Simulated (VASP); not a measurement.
# LiH (Fm-3m) in VASP: further runs

Runs on LiH. Level: PBEsol. Tasks: single point.

Program: VASP 6.6.1. These are calculated values, not measurements. Logs are shortened: lines on timing, memory, paths and dates and some standing lists are left out, and cuts for length are marked.

## Step 1: The cell of the first run

It takes space group Fm-3m (No. 225, cubic). The conventional cell has a = 3.788 Å, b = 3.788 Å, c = 3.788 Å, α = 90.00°, β = 90.00°, γ = 90.00°. Li (site symmetry m-3m) has 6 H at 1.89 Å within 2.5 Å. H (site symmetry m-3m) has 6 Li at 1.89 Å within 2.5 Å.

## Step 2: Single point, PBEsol

Input file INCAR:

```
PREC     = Accurate       # precision mode
ENCUT    = 520            # plane-wave cutoff, eV
EDIFF    = 1E-6           # SCF threshold, eV
ISMEAR   = 0              # smearing method
SIGMA    = 0.01           # smearing width, eV
LREAL    = False          # projectors in reciprocal space
LASPH    = True           # aspherical terms in the spheres
NELM     = 80             # most SCF steps
ALGO     = Normal         # electronic algorithm
ISIF     = 2              # what is computed and relaxed
LWAVE    = False          # write WAVECAR
LCHARG   = True           # write CHGCAR
GGA      = PS             # functional
LELF     = True           # ELF
LVHAR    = True         
NBANDS   = 9              # bands
```

Input file KPOINTS:

```
regular mesh
0
Gamma
  10 10 10
```

Input file POSCAR:

```
LiH
1.0
    1.8942366080      1.8942366080      0.0000000000
   -1.8942366080      1.8942366080      0.0000000000
    0.0000000000      1.8942366080      1.8942366080
Li H
1 1
Direct
    0.0000000000      0.0000000000      0.0000000000
    0.5000000000      0.5000000000      0.0000000000
```

Potentials or basis: VASP PAW PBE potentials, release 64 (Li_sv, H).

Launch:

```sh
cat potpaw_PBE.64/Li_sv/POTCAR potpaw_PBE.64/H/POTCAR > POTCAR
mpirun -np 1 vasp_std > vasp.out
```

OUTCAR:

```text
PREC = Accurate
   ENCUT = 520
   EDIFF = 1E-6
   ISMEAR = 0
   LREAL = False
   LASPH = True
   NELM = 80
   ISIF = 2
   GGA = PS

 ion  position               nearest neighbor table
   1  0.000  0.000  0.000-
   2  0.500  0.500  0.000-

  LATTYP: Found a face centered cubic cell.
 ALAT       =     3.7884732160

  Lattice vectors:

 A1 = (   0.0000000000,   1.8942366080,   1.8942366080)
 A2 = (   1.8942366080,   0.0000000000,   1.8942366080)
 A3 = (   1.8942366080,   1.8942366080,   0.0000000000)

Analysis of symmetry for initial positions (statically):
=====================================================================
 Subroutine PRICEL returns:
 Original cell was already a primitive cell.

 Routine SETGRP: Setting up the symmetry group for a
 face centered cubic supercell.

 Subroutine GETGRP returns: Found 48 space group operations
 (whereof 48 operations were pure point group operations)
 out of a pool of 48 trial point group operations.

The static configuration has the point symmetry O_h .

Analysis of symmetry for dynamics (positions and initial velocities):
=====================================================================
 Subroutine PRICEL returns:
 Original cell was already a primitive cell.

 Routine SETGRP: Setting up the symmetry group for a
 face centered cubic supercell.

 Subroutine GETGRP returns: Found 48 space group operations
 (whereof 48 operations were pure point group operations)
 out of a pool of 48 trial point group operations.

The dynamic configuration has the point symmetry O_h .

 Subroutine INISYM returns: Found 48 space group operations
 (whereof 48 operations are pure point group operations),
 and found     1 'primitive' translations

----------------------------------------------------------------------------------------

                                     Primitive cell

  volume of cell :      13.5935

  direct lattice vectors                    reciprocal lattice vectors
     1.894236608  1.894236608  0.000000000     0.263958577  0.263958577 -0.263958577
    -1.894236608  1.894236608  0.000000000    -0.263958577  0.263958577 -0.263958577
     0.000000000  1.894236608  1.894236608     0.000000000  0.000000000  0.527917154

  length of vectors
     2.678855101  2.678855101  2.678855101     0.457189667  0.457189667  0.527917154

  position of ions in fractional coordinates (direct lattice)
     0.000000000  0.000000000  0.000000000
     0.500000000  0.500000000  0.000000000

  ion indices of the primitive-cell ions
   primitive index   ion index
                 1           1
                 2           2

----------------------------------------------------------------------------------------

 KPOINTS: regular mesh

Automatic generation of k-mesh.
 Grid dimensions read from file:
 generate k-points for:   10   10   10

 Generating k-lattice:

  Cartesian coordinates                     Fractional coordinates (reciprocal lattice)
     0.026395858  0.026395858 -0.026395858     0.100000000  0.000000000  0.000000000
    -0.026395858  0.026395858 -0.026395858     0.000000000  0.100000000  0.000000000
     0.000000000  0.000000000  0.052791715     0.000000000  0.000000000  0.100000000

  Length of vectors
     0.045718967  0.045718967  0.052791715

  Shift w.r.t. Gamma in fractional coordinates (k-lattice)
     0.000000000  0.000000000  0.000000000

 Subroutine IBZKPT returns following result:
 ===========================================

 Found     47 irreducible k-points:

 Following reciprocal coordinates:
            Coordinates               Weight
  0.000000  0.000000  0.000000      1.000000
  0.100000  0.000000  0.000000      8.000000
  0.200000  0.000000  0.000000      8.000000
  0.300000  0.000000  0.000000      8.000000
  0.400000  0.000000  0.000000      8.000000
  0.500000  0.000000  0.000000      4.000000
[... 16 lines left out ...]
  0.300000  0.300000  0.000000     12.000000
  0.400000  0.300000  0.000000     24.000000
 [... further k-points ...]
   k-points           NKPTS =     47   k-points in BZ     NKDIM =     47   number of bands    NBANDS=      9
   number of dos      NEDOS =    301   number of ions     NIONS =      2
   total plane-waves  NPLWV =   8000
   dimension x,y,z NGX =    20 NGY =   20 NGZ =   20
   dimension x,y,z NGXF=    40 NGYF=   40 NGZF=   40
   ions per type =               1   1
   NGX,Y,Z   is equivalent  to a cutoff of  12.41, 12.41, 12.41 a.u.
   NGXF,Y,Z  is equivalent  to a cutoff of  24.82, 24.82, 24.82 a.u.
 SYSTEM =  unknown system
   PREC   = accura    normal or accurate (medium, high low for compatibility)
   ISTART =      0    job   : 0-new  1-cont  2-samecut
   ICHARG =      2    charge: 1-file 2-atom 10-const
   ISPIN  =      1    spin polarized calculation?
   LNONCOLLINEAR =      F non collinear calculations
   LSORBIT =      F    spin-orbit coupling
   LASPH  =      T    aspherical Exc in radial PAW
   ENCUT  =  520.0 eV  38.22 Ry    6.18 a.u.   4.98  4.98  4.98*2*pi/ulx,y,z
   NELM   =     80;   NELMIN=  2; NELMDL= -5     # of ELM steps
   EDIFF  = 0.1E-05   stopping-criterion for ELM
   LREAL  =      F    real-space projection
[... 7 lines left out ...]
   TEBEG  =    0.0;   TEEND  =   0.0 temperature during run
   PSTRESS=    0.0 pullay stress
   NELECT =       4.0000    total number of electrons
   NUPDOWN=      -1.0000    fix difference up-down
   EMIN   =  10.00;   EMAX   =-10.00  energy-range for DOS
   EFERMI =   0.00;   METHOD = LEGACY
   ISMEAR =     0;   SIGMA  =   0.01  broadening in eV -4-tet -1-fermi 0-gaus
   EFERMI_NEDOS =   21; number of points for ismear=-14 and -15
   IALGO  =     38    algorithm
   IMIX   =      4    mixing-type and parameters
     AMIX     =   0.40;   BMIX     =  1.00
     AMIX_MAG =   1.60;   BMIX_MAG =  1.00
  volume/ion in A,a.u.               =       6.80        45.87
  Fermi-wavevector in a.u.,A,eV,Ry     =   1.088890  2.057703 16.132170  1.185681
  Thomas-Fermi vector in A             =   2.225081
   LORBIT       =      0    0 simple, 1 ext, 2 COOP (PROOUT), +10 PAW based schemes
   GGA     = PS    functional components
   LHFCALC =     F    Hartree Fock is set to
   AEXX    =    0.0000 exact exchange contribution
   IVDW    =     0    specifies the selected vdW correction
   LEPSILON=     F    determine dielectric tensor
   LRPA    =     F    only Hartree local field effects (RPA)
 non-spin polarized calculation
 Gauss-broadening in eV      SIGMA  =   0.01
  energy-cutoff  :      520.00
  volume of cell :       13.59
 maximum number of plane-waves:       377
   NGX =  9   NGY =  9   NGZ =  9

 number of electron       3.9999996 magnetization

 Free energy of the ion-electron system (eV)
  ---------------------------------------------------
  ext. energy  EPLUGINS =         0.00000000
  ---------------------------------------------------
  free energy    TOTEN  =        -6.07548901 eV

  energy without entropy =       -6.07548901  energy(sigma->0) =       -6.07548901

 E-fermi :   1.1651     XC(G=0):  -9.1724

 val. band max:        1.0314992273   @ k =   0.5000   0.5000   0.0000
 cond. band min:       3.6065784641   @ k =   0.5000   0.5000   0.0000
 fundamental gap:      2.5750792367
 Fermi energy:         1.1650847758

 k-point     1 :       0.0000    0.0000    0.0000
  band No.  band energies     occupation
      1     -42.5924      2.00000
      2      -5.1709      2.00000
      3      19.4545      0.00000
      4      20.5117      0.00000
      5      20.5117      0.00000
      6      20.5117      0.00000
      7      25.5010      0.00000
      8      25.5010      0.00000
      9      25.5010      0.00000

 k-point     2 :       0.1000    0.0000    0.0000
  band No.  band energies     occupation
      1     -42.5837      2.00000
      2      -4.9867      2.00000
      3      17.2867      0.00000
      4      19.7526      0.00000
      5      20.0469      0.00000
      6      20.0469      0.00000
      7      24.8967      0.00000
      8      26.4729      0.00000
      9      26.4730      0.00000

 k-point     3 :       0.2000    0.0000    0.0000
  band No.  band energies     occupation
      1     -42.5607      2.00000
      2      -4.4459      2.00000
      3      13.3878      0.00000
      4      18.4123      0.00000
      5      19.3138      0.00000
      6      19.3138      0.00000
      7      25.9270      0.00000
      8      26.3494      0.00000
      9      26.3494      0.00000

 k-point     4 :       0.3000    0.0000    0.0000
  band No.  band energies     occupation
      1     -42.5319      2.00000
      2      -3.6067      2.00000
      3       9.8241      0.00000
      4      17.2019      0.00000
      5      18.8751      0.00000
      6      18.8751      0.00000
      7      24.0403      0.00000
      8      24.0403      0.00000
      9      27.7747      0.00000

 k-point     5 :       0.4000    0.0000    0.0000
  band No.  band energies     occupation
      1     -42.5086      2.00000
      2      -2.6804      2.00000
      3       7.1972      0.00000
      4      16.4034      0.00000
      5      18.8100      0.00000
      6      18.8100      0.00000
      7      22.3537      0.00000
      8      22.3537      0.00000
      9      29.9980      0.00000

 k-point     6 :       0.5000    0.0000    0.0000
  band No.  band energies     occupation
      1     -42.4998      2.00000
      2      -2.2155      2.00000
      3       6.1568      0.00000
      4      16.1269      0.00000
      5      18.8827      0.00000
      6      18.8827      0.00000
      7      21.6893      0.00000
      8      21.6893      0.00000
      9      31.3653      0.00000
[... 169 lines left out ...]
 k-point    21 :      -0.3000    0.2000    0.0000
  band No.  band energies     occupation
      1     -42.5286      2.00000
      2      -3.4391      2.00000
      3      11.7992      0.00000
      4      14.2156      0.00000
      5      15.1720      0.00000
      6      19.9283      0.00000
      7      21.0159      0.00000
      8      29.4265      0.00000
      9      31.6158      0.00000

 k-point    22 :      -0.2000    0.2000    0.0000
  band No.  band energies     occupation
      1     -42.5503      2.00000
      2      -4.1453      2.00000
      3      14.6095      0.00000
      4      16.0444      0.00000
      5      16.0444      0.00000
      6      19.5414      0.00000
      7      21.0424      0.00000
      8      28.9932      0.00000
      9      32.2007      0.00000

 k-point    23 :       0.3000    0.3000    0.0000
  band No.  band energies     occupation
      1     -42.4852      2.00000
      2      -1.0940      2.00000
      3       6.8955      0.00000
      4       9.0882      0.00000
      5      15.7078      0.00000
      6      18.6091      0.00000
      7      28.5353      0.00000
      8      29.6943      0.00000
      9      31.0842      0.00000

 k-point    24 :       0.4000    0.3000    0.0000
  band No.  band energies     occupation
      1     -42.4779      2.00000
      2      -0.2965      2.00000
      3       5.6293      0.00000
      4       9.1256      0.00000
      5      14.4049      0.00000
      6      18.9510      0.00000
      7      26.0967      0.00000
      8      30.4236      0.00000
      9      33.8751      0.00000

 [... further k-points ...]
[... 5 lines left out ...]
  --------------------------------------------------------------------------------------
  -------------------------------------------------------------------------------------
  Total        0.5825360      0.5825360      0.5825360      0.0000000     -0.0000000      0.0000000
  in kB       68.6595040     68.6595040     68.6595040      0.0000000     -0.0000000      0.0000000
  external PRESSURE =      68.6595040 kB  Pullay stress =       0.0000000 kB

 VOLUME and BASIS-vectors are now :
 -----------------------------------------------------------------------------
  energy-cutoff  :      520.00
  volume of cell :       13.59
      direct lattice vectors                 reciprocal lattice vectors
     1.894236608  1.894236608  0.000000000     0.263958577  0.263958577 -0.263958577
    -1.894236608  1.894236608  0.000000000    -0.263958577  0.263958577 -0.263958577
     0.000000000  1.894236608  1.894236608     0.000000000  0.000000000  0.527917154

 POSITION                                       TOTAL-FORCE (eV/Angst)
 -----------------------------------------------------------------------------------
      0.00000      0.00000      0.00000         0.000000      0.000000      0.000000
      0.00000      1.89424      0.00000        -0.000000     -0.000000      0.000000
 -----------------------------------------------------------------------------------
    total drift:                               -0.000000      0.000000     -0.000000

  FREE ENERGIE OF THE ION-ELECTRON SYSTEM (eV)
  ---------------------------------------------------
  free  energy   TOTEN  =        -6.0754890096 eV

  energy  without entropy=       -6.0754890096  energy(sigma->0) =       -6.07548901
```

It took 13 s on 1 thread of AMD EPYC 7R13, shared host; peak memory 0.09 GiB.

What came out:

| Quantity | Value |
| --- | --- |
| Free energy | -6.0755 eV |
| Band gap on the k mesh | 2.58 eV, direct |

Levels at points of the mesh, in eV from the valence-band top:
```csv
k point,band 1,band 2,band 3,band 4,band 5,band 6,band 7
"(0.00, 0.00, 0.00)",-43.62,-6.20,18.42,19.48,19.48,19.48,24.47
"(0.50, 0.00, 0.00)",-43.53,-3.25,5.13,15.10,17.85,17.85,20.66
"(0.50, 0.50, 0.00)",-43.50,0.00,2.58,11.45,11.45,14.75,19.72
```

Caveat: the cutoff is under 1.25 times the usual one of these potentials, so pressure, stress and relaxed cells hold a basis-set (Pulay) error; the PAW data sets were made with another functional, which shifts forces and pressure a little.

## Step 3: Single point, PBEsol

This run uses another cell than the first one, of 6.48 Å³/atom, 0.954 times its volume.

Input file INCAR:

```
ALGO     = Normal         # electronic algorithm
EDIFF    = 1E-6           # SCF threshold, eV
ENCUT    = 520            # plane-wave cutoff, eV
GGA      = PS             # functional
ISIF     = 2              # what is computed and relaxed
ISMEAR   = 0              # smearing method
LASPH    = T              # aspherical terms in the spheres
LCHARG   = T              # write CHGCAR
LELF     = T              # ELF
LREAL    = F              # projectors in reciprocal space
LVHAR    = T            
LWAVE    = F              # write WAVECAR
NBANDS   = 9              # bands
NELM     = 80             # most SCF steps
PREC     = Accurate       # precision mode
SIGMA    = 0.01           # smearing width, eV
```

Input file KPOINTS:

```
k-points
0
Gamma
  10 10 10
```

Input file POSCAR:

```
LiH
1.0
    1.8645504639      1.8645504639      0.0000000000
   -1.8645504639      1.8645504639      0.0000000000
    0.0000000000      1.8645504639      1.8645504639
Li H
1 1
Direct
    0.0000000000      0.0000000000      0.0000000000
    0.5000000000      0.5000000000      0.0000000000
```

Potentials or basis: VASP PAW PBE potentials, release 64 (Li_sv, H).

Launch:

```sh
cat potpaw_PBE.64/Li_sv/POTCAR potpaw_PBE.64/H/POTCAR > POTCAR
mpirun -np 1 vasp_std > vasp.out
```

Wall time 15 s (1 thread of AMD EPYC 7R13, shared host); peak memory 0.09 GiB.

Results (log left out):

```yaml
Free_energy: -6.0412 eV
Band_gap_on_the_k_mesh: 2.52 eV, direct
```

Levels at points of the mesh, in eV from the valence-band top:
| k point | band 1 | band 2 | band 3 | band 4 | band 5 | band 6 | band 7 |
| --- | --- | --- | --- | --- | --- | --- | --- |
| (0.00, 0.00, 0.00) | -43.62 | -6.39 | 19.12 | 20.00 | 20.00 | 20.00 | 25.10 |
| (0.50, 0.00, 0.00) | -43.51 | -3.41 | 5.26 | 15.55 | 18.31 | 18.31 | 21.18 |
| (0.50, 0.50, 0.00) | -43.48 | 0.00 | 2.52 | 11.69 | 11.69 | 15.07 | 20.49 |

Caveat: the cutoff is under 1.25 times the usual one of these potentials, so pressure, stress and relaxed cells hold a basis-set (Pulay) error; the PAW data sets were made with another functional, which shifts forces and pressure a little. A k mesh can miss the band edges.
